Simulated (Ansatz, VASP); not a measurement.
# AlAs in VASP and in Ansatz

```
Al As
1.0
     0.00000    2.89216    2.89216
     2.89216    0.00000    2.89216
     2.89216    2.89216    0.00000
Al As
1 1
Direct
  0.00000 0.00000 0.00000
  0.25000 0.25000 0.25000
```

Alike in both runs: task single point; functional PBE; k mesh 6 × 6 × 6; no spin polarisation.

|  | VASP | Ansatz |
| --- | --- | --- |
| version | VASP 6.6.1 | Ansatz 0.2.0 |
| potentials or method | VASP PAW PBE potentials, release 64 (Al, As) | plane waves, PAW |
| plane-wave cutoff (eV) | 500 | 420 |
| occupations | gaussian, width 0.01 eV | fixed |
| valence electrons in the cell | 8 | 18 |

|  | VASP | Ansatz | Ansatz less VASP |
| --- | --- | --- | --- |
| gap on the k mesh at the Fermi level (eV) | 1.54 | 1.55 | +0.009 |
| pressure (GPa) | -1.7 | -1.8 | -0.14 |

VASP's potentials hold 8 valence electrons a cell and Ansatz's 18, so a difference there can come from the potentials and not from the codes.
